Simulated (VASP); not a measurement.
# K3Re (Fm-3m) in VASP: notebook

K3Re is run at these levels: PBE; tasks: single point, relaxation of cell and atoms.

All numbers are computed with VASP 6.6.1; they aren't measurements. Logs are shortened: lines on timing, memory, paths and dates and some standing lists are left out, and cuts for length are marked.

## (1) The cell of the first run

The structure is cubic, space group Fm-3m (No. 225). Conventional cell: a = 8.380 Å, b = 8.380 Å, c = 8.380 Å, α = 90.00°, β = 90.00°, γ = 90.00°. K (site symmetry -43m) has 10 K at 3.63 to 4.19 Å and 4 Re at 3.63 Å within 4.8 Å. Within 4.8 Å of K (site symmetry m-3m) lie 8 K at 3.63 Å and 6 Re at 4.19 Å. Within 4.8 Å of Re (site symmetry m-3m) lie 14 K at 3.63 to 4.19 Å.

## (2) Single point, PBE

INCAR reads:

```
SYSTEM = K3Re
PREC = Accurate ; ENCUT = 600
EDIFF = 1E-6 ; ISMEAR = 1
SIGMA = 0.05 ; LREAL = .FALSE.
LASPH = .TRUE. ; NELM = 120
ALGO = Normal ; ISIF = 2
LWAVE = .FALSE. ; LCHARG = .FALSE.
GGA = PE ; NBANDS = 25
GGA_COMPAT = .FALSE.
```

KPOINTS reads:

```
regular mesh
0
G
  4 4 4
  0 0 0
```

POSCAR reads:

```
K3Re
1.0
    0.0000000000      4.1902278101      4.1902278101
    4.1902278101      0.0000000000      4.1902278101
    4.1902278101      4.1902278101      0.0000000000
K Re
3 1
Direct
    0.7500000000      0.7500000000      0.7500000000
    0.2500000000      0.2500000000      0.2500000000
    0.5000000000      0.5000000000      0.5000000000
    0.0000000000      0.0000000000      0.0000000000
```

Potentials or basis: VASP PAW PBE potentials, release 64 (K_sv, Re).

On the command line:

```
$ cat potpaw_PBE.64/K_sv/POTCAR potpaw_PBE.64/Re/POTCAR > POTCAR
$ mpirun -np 1 vasp_std > vasp.out
```

OUTCAR:

```text
SYSTEM = K3Re
   PREC = Accurate
   ENCUT = 600
   EDIFF = 1E-6
   ISMEAR = 1
   LREAL = .FALSE.
   LASPH = .TRUE.
   NELM = 120
   ISIF = 2
   GGA = PE

 ion  position               nearest neighbor table
   1  0.750  0.750  0.750-   3 3.63   3 3.63   3 3.63   3 3.63
   2  0.250  0.250  0.250-   3 3.63   3 3.63   3 3.63   3 3.63
   3  0.500  0.500  0.500-   2 3.63   2 3.63   2 3.63   1 3.63   2 3.63   1 3.63   1 3.63   1 3.63

   4  0.000  0.000  0.000-

  LATTYP: Found a face centered cubic cell.
 ALAT       =     8.3804556202

  Lattice vectors:

 A1 = (   0.0000000000,   4.1902278101,   4.1902278101)
 A2 = (   4.1902278101,   0.0000000000,   4.1902278101)
 A3 = (   4.1902278101,   4.1902278101,   0.0000000000)

Analysis of symmetry for initial positions (statically):
=====================================================================
 Subroutine PRICEL returns:
 Original cell was already a primitive cell.

 Routine SETGRP: Setting up the symmetry group for a
 face centered cubic supercell.

 Subroutine GETGRP returns: Found 48 space group operations
 (whereof 48 operations were pure point group operations)
 out of a pool of 48 trial point group operations.

The static configuration has the point symmetry O_h .

Analysis of symmetry for dynamics (positions and initial velocities):
=====================================================================
 Subroutine PRICEL returns:
 Original cell was already a primitive cell.

 Routine SETGRP: Setting up the symmetry group for a
 face centered cubic supercell.

 Subroutine GETGRP returns: Found 48 space group operations
 (whereof 48 operations were pure point group operations)
 out of a pool of 48 trial point group operations.

The dynamic configuration has the point symmetry O_h .

 Subroutine INISYM returns: Found 48 space group operations
 (whereof 48 operations are pure point group operations),
 and found     1 'primitive' translations

----------------------------------------------------------------------------------------

                                     Primitive cell

  volume of cell :     147.1441

  direct lattice vectors                    reciprocal lattice vectors
     0.000000000  4.190227810  4.190227810    -0.119325255  0.119325255  0.119325255
     4.190227810  0.000000000  4.190227810     0.119325255 -0.119325255  0.119325255
     4.190227810  4.190227810  0.000000000     0.119325255  0.119325255 -0.119325255

  length of vectors
     5.925876998  5.925876998  5.925876998     0.206677403  0.206677403  0.206677403

  position of ions in fractional coordinates (direct lattice)
     0.750000000  0.750000000  0.750000000
     0.250000000  0.250000000  0.250000000
     0.500000000  0.500000000  0.500000000
     0.000000000  0.000000000  0.000000000

  ion indices of the primitive-cell ions
   primitive index   ion index
                 1           1
                 2           2
                 3           3
                 4           4

----------------------------------------------------------------------------------------

 KPOINTS: regular mesh

Automatic generation of k-mesh.
 Grid dimensions read from file:
 generate k-points for:    4    4    4

 Generating k-lattice:

  Cartesian coordinates                     Fractional coordinates (reciprocal lattice)
    -0.029831314  0.029831314  0.029831314     0.250000000  0.000000000  0.000000000
     0.029831314 -0.029831314  0.029831314     0.000000000  0.250000000  0.000000000
     0.029831314  0.029831314 -0.029831314     0.000000000  0.000000000  0.250000000

  Length of vectors
     0.051669351  0.051669351  0.051669351

  Shift w.r.t. Gamma in fractional coordinates (k-lattice)
     0.000000000  0.000000000  0.000000000

 Subroutine IBZKPT returns following result:
 ===========================================

 Found      8 irreducible k-points:

 Following reciprocal coordinates:
            Coordinates               Weight
  0.000000  0.000000  0.000000      1.000000
  0.250000  0.000000  0.000000      8.000000
  0.500000  0.000000  0.000000      4.000000
  0.250000  0.250000  0.000000      6.000000
  0.500000  0.250000  0.000000     24.000000
 -0.250000  0.250000  0.000000     12.000000
  0.500000  0.500000  0.000000      3.000000
 -0.250000  0.500000  0.250000      6.000000
   k-points           NKPTS =      8   k-points in BZ     NKDIM =      8   number of bands    NBANDS=     25
   number of dos      NEDOS =    301   number of ions     NIONS =      4
   total plane-waves  NPLWV = 110592
   dimension x,y,z NGX =    48 NGY =   48 NGZ =   48
   dimension x,y,z NGXF=    96 NGYF=   96 NGZF=   96
   ions per type =               3   1
   NGX,Y,Z   is equivalent  to a cutoff of  13.47, 13.47, 13.47 a.u.
   NGXF,Y,Z  is equivalent  to a cutoff of  26.93, 26.93, 26.93 a.u.
 SYSTEM =  K3Re
   PREC   = accura    normal or accurate (medium, high low for compatibility)
   ISTART =      0    job   : 0-new  1-cont  2-samecut
   ICHARG =      2    charge: 1-file 2-atom 10-const
   ISPIN  =      1    spin polarized calculation?
   LNONCOLLINEAR =      F non collinear calculations
   LSORBIT =      F    spin-orbit coupling
   LASPH  =      T    aspherical Exc in radial PAW
   ENCUT  =  600.0 eV  44.10 Ry    6.64 a.u.  11.84 11.84 11.84*2*pi/ulx,y,z
   NELM   =    120;   NELMIN=  2; NELMDL= -5     # of ELM steps
   EDIFF  = 0.1E-05   stopping-criterion for ELM
   LREAL  =      F    real-space projection
   EDIFFG = 0.1E-04   stopping-criterion for IOM
   NSW    =      0    number of steps for IOM
   IBRION =     -1    ionic relax: 0-MD 1-quasi-New 2-CG
   NFREE  =      0    steps in history (QN), initial steepest desc. (CG)
   ISIF   =      2    stress and relaxation
   ISYM   =      2    0-nonsym 1-usesym 2-fastsym
   POTIM  = 0.5000    time-step for ionic-motion
   TEBEG  =    0.0;   TEEND  =   0.0 temperature during run
   PSTRESS=    0.0 pullay stress
   NELECT =      34.0000    total number of electrons
   NUPDOWN=      -1.0000    fix difference up-down
   EMIN   =  10.00;   EMAX   =-10.00  energy-range for DOS
   EFERMI =   0.00;   METHOD = LEGACY
   ISMEAR =     1;   SIGMA  =   0.05  broadening in eV -4-tet -1-fermi 0-gaus
   EFERMI_NEDOS =   21; number of points for ismear=-14 and -15
   IALGO  =     38    algorithm
   IMIX   =      4    mixing-type and parameters
     AMIX     =   0.40;   BMIX     =  1.00
     AMIX_MAG =   1.60;   BMIX_MAG =  1.00
  volume/ion in A,a.u.               =      36.79       248.24
  Fermi-wavevector in a.u.,A,eV,Ry     =   1.004585  1.898391 13.730887  1.009192
  Thomas-Fermi vector in A             =   2.137211
   LORBIT       =      0    0 simple, 1 ext, 2 COOP (PROOUT), +10 PAW based schemes
   GGA     = PE    functional components
   LHFCALC =     F    Hartree Fock is set to
   AEXX    =    0.0000 exact exchange contribution
   IVDW    =     0    specifies the selected vdW correction
   LEPSILON=     F    determine dielectric tensor
   LRPA    =     F    only Hartree local field effects (RPA)
 non-spin polarized calculation
 Methfessel and Paxton  Order N= 1 SIGMA  =   0.05
  energy-cutoff  :      600.00
  volume of cell :      147.14
 maximum number of plane-waves:      4957
   NGX = 23   NGY = 23   NGZ = 23

 number of electron      34.0000000 magnetization

 Free energy of the ion-electron system (eV)
  ---------------------------------------------------
  ext. energy  EPLUGINS =         0.00000000
  ---------------------------------------------------
  free energy    TOTEN  =        -8.45528947 eV

  energy without entropy =       -8.45298732  energy(sigma->0) =       -8.45452208

 E-fermi :   1.0110     XC(G=0):  -7.8890

 val. band max:        0.9911756659   @ k =   0.2500   0.0000   0.0000
 cond. band min:       1.0144783009   @ k =  -0.2500   0.2500   0.0000
 fundamental gap:      0.0233026351
 Fermi energy:         1.0110315336

 k-point     1 :       0.0000    0.0000    0.0000
  band No.  band energies     occupation
      1     -30.5509      2.00000
      2     -29.8362      2.00000
      3     -29.8198      2.00000
      4     -14.0808      2.00000
      5     -14.0808      2.00000
      6     -14.0808      2.00000
[... 17 lines left out ...]
     24       4.8720      0.00000
     25       5.2194      0.00000

 k-point     2 :       0.2500    0.0000    0.0000
  band No.  band energies     occupation
      1     -30.5498      2.00000
      2     -29.8346      2.00000
      3     -29.8227      2.00000
      4     -14.0885      2.00000
      5     -14.0885      2.00000
      6     -14.0856      2.00000
[... 17 lines left out ...]
     24       5.0094      0.00000
     25       5.2113      0.00000

 k-point     3 :       0.5000    0.0000    0.0000
  band No.  band energies     occupation
      1     -30.5486      2.00000
      2     -29.8297      2.00000
      3     -29.8287      2.00000
      4     -14.0960      2.00000
      5     -14.0960      2.00000
      6     -14.0882      2.00000
[... 17 lines left out ...]
     24       5.0129      0.00000
     25       5.3878      0.00000

 k-point     4 :       0.2500    0.2500    0.0000
  band No.  band energies     occupation
      1     -30.5494      2.00000
      2     -29.8345      2.00000
      3     -29.8231      2.00000
      4     -14.0986      2.00000
      5     -14.0986      2.00000
      6     -14.0727      2.00000
[... 17 lines left out ...]
     24       4.9495      0.00000
     25       5.3642      0.00000

 k-point     5 :       0.5000    0.2500    0.0000
  band No.  band energies     occupation
      1     -30.5482      2.00000
      2     -29.8316      2.00000
      3     -29.8272      2.00000
      4     -14.1061      2.00000
      5     -14.1041      2.00000
      6     -14.0777      2.00000
[... 17 lines left out ...]
     24       4.9177      0.00000
     25       5.6464      0.00000

 k-point     6 :      -0.2500    0.2500    0.0000
  band No.  band energies     occupation
      1     -30.5486      2.00000
      2     -29.8321      2.00000
      3     -29.8263      2.00000
      4     -14.0962      2.00000
      5     -14.0930      2.00000
      6     -14.0924      2.00000
[... 17 lines left out ...]
     24       5.3702      0.00000
     25       5.4199      0.00000

 k-point     7 :       0.5000    0.5000    0.0000
  band No.  band energies     occupation
      1     -30.5478      2.00000
      2     -29.8329      2.00000
      3     -29.8263      2.00000
      4     -14.1159      2.00000
      5     -14.1159      2.00000
      6     -14.0622      2.00000
[... 17 lines left out ...]
     24       5.1144      0.00000
     25       5.6693      0.00000

 k-point     8 :      -0.2500    0.5000    0.2500
  band No.  band energies     occupation
      1     -30.5478      2.00000
      2     -29.8296      2.00000
      3     -29.8296      2.00000
      4     -14.1177      2.00000
      5     -14.0882      2.00000
      6     -14.0882      2.00000
[... 17 lines left out ...]
     24       4.7526      0.00000
     25       5.6073      0.00000

------------------------ aborting loop because EDIFF is reached ----------------------------------------

  FORCE on cell =-STRESS in cart. coord.  units (eV):
  Direction    XX          YY          ZZ          XY          YZ          ZX
  --------------------------------------------------------------------------------------
  -------------------------------------------------------------------------------------
  Total        0.0146597      0.0146597      0.0146597     -0.0000000      0.0000000     -0.0000000
  in kB        0.1596216      0.1596216      0.1596216     -0.0000000      0.0000000     -0.0000000
  external PRESSURE =       0.1596216 kB  Pullay stress =       0.0000000 kB

 VOLUME and BASIS-vectors are now :
 -----------------------------------------------------------------------------
  energy-cutoff  :      600.00
  volume of cell :      147.14
      direct lattice vectors                 reciprocal lattice vectors
     0.000000000  4.190227810  4.190227810    -0.119325255  0.119325255  0.119325255
     4.190227810  0.000000000  4.190227810     0.119325255 -0.119325255  0.119325255
     4.190227810  4.190227810  0.000000000     0.119325255  0.119325255 -0.119325255

 POSITION                                       TOTAL-FORCE (eV/Angst)
 -----------------------------------------------------------------------------------
      6.28534      6.28534      6.28534         0.000000      0.000000      0.000000
      2.09511      2.09511      2.09511        -0.000000     -0.000000     -0.000000
      4.19023      4.19023      4.19023        -0.000000      0.000000      0.000000
      0.00000      0.00000      0.00000        -0.000000      0.000000      0.000000
 -----------------------------------------------------------------------------------
    total drift:                               -0.000000     -0.000000     -0.000000

  FREE ENERGIE OF THE ION-ELECTRON SYSTEM (eV)
  ---------------------------------------------------
  free  energy   TOTEN  =        -8.4552894684 eV

  energy  without entropy=       -8.4529873166  energy(sigma->0) =       -8.45452208
```

Run time: 33 s. Hardware: 1 thread of AMD EPYC 9R45 (Zen 5), shared host; peak memory 0.29 GiB.

Results:

```
Free energy            : -8.4553 eV
Pressure               : 0.0 GPa
Band gap on the k mesh : zero (bands 17 and 18 overlap by 0.12 eV)
```

Caveat: spin-orbit coupling is left out, which moves the levels of the heavy elements.

## (3) Relaxation of cell and atoms, PBE

This run uses another cell than the first one, of 43.08 Å³/atom.

INCAR reads:

```
SYSTEM = K3Re
  PREC = Accurate
  ENCUT = 600
  EDIFF = 1E-7
  ISMEAR = 1
  SIGMA = 0.05
  LREAL = .FALSE.
  LASPH = .TRUE.
  NELM = 120
  ALGO = Normal
  ISIF = 3
  LWAVE = .FALSE.
  LCHARG = .FALSE.
  GGA = PE
  IBRION = 2
  NSW = 80
  EDIFFG = -0.01
  GGA_COMPAT = .FALSE.
  NELMIN = 4
```

KPOINTS is that of step 2.

POSCAR reads:

```
K3Re
1.0
    0.0000000000      4.4166150000      4.4166150000
    4.4166150000      0.0000000000      4.4166150000
    4.4166150000      4.4166150000      0.0000000000
K Re
3 1
Direct
    0.7500000000      0.7500000000      0.7500000000
    0.2500000000      0.2500000000      0.2500000000
    0.5000000000      0.5000000000      0.5000000000
    0.0000000000      0.0000000000      0.0000000000
```

Potentials or basis: VASP PAW PBE potentials, release 64 (K_sv, Re).

On the command line:

```
$ cat potpaw_PBE.64/K_sv/POTCAR potpaw_PBE.64/Re/POTCAR > POTCAR
$ mpirun -np 1 vasp_std > vasp.out
```

It took 2.4 min on 1 thread of AMD EPYC 9R45 (Zen 5), shared host; peak memory 0.34 GiB.

The run converged. Its results:

```yaml
Free_energy: -8.4560 eV
Relaxed_volume: 36.77 Å³/atom
Relaxed_cell: a = 5.925 Å, b = 5.925 Å, c = 5.925 Å, α = 60.00°, β = 60.00°, γ = 60.00°
Space_group_after_relaxing_to_0.1_Å: Fm-3m (No. 225)
Energy_gained_by_relaxing: 30.6 meV/atom
Ionic_steps: 4
Pressure_after_relaxing: 0.0 GPa
Band_gap_on_the_k_mesh: zero (bands 17 and 18 overlap by 0.11 eV)
```

The path:
```tsv
step	energy change (eV)	largest force (eV/Å)	pressure (GPa)	volume (Å³)
1	0.0000	0.0000	-1.39	172.31
2	-0.0686	0.0000	-1.01	163.17
3	-0.1207	0.0000	-0.20	150.02
4	-0.1223	0.0000	0.02	147.09
```

Final structure:
```yaml
crystal:
  lattice:
    - [0.00000, 4.18972, 4.18972]
    - [4.18972, 0.00000, 4.18972]
    - [4.18972, 4.18972, 0.00000]
  atoms:
    - { symbol: K, position: [0.75000, 0.75000, 0.75000] }
    - { symbol: K, position: [0.25000, 0.25000, 0.25000] }
    - { symbol: K, position: [0.50000, 0.50000, 0.50000] }
    - { symbol: Re, position: [0.00000, 0.00000, 0.00000] }
```

Levels at points of the mesh, in eV from the Fermi level:
```csv
k point,band 15,band 16,band 17,band 18,band 19,band 20
"(0.00, 0.00, 0.00)",-0.25,-0.07,-0.07,-0.07,2.07,2.07
"(0.50, 0.00, 0.00)",-0.12,-0.12,-0.11,0.06,0.06,1.79
"(0.50, 0.50, 0.00)",-0.47,-0.05,0.05,0.10,0.10,1.94
```

Caveat: spin-orbit coupling is left out, which moves the levels of the heavy elements.

The gap in the log of VASP goes by the Fermi energy; the results here count the filled bands.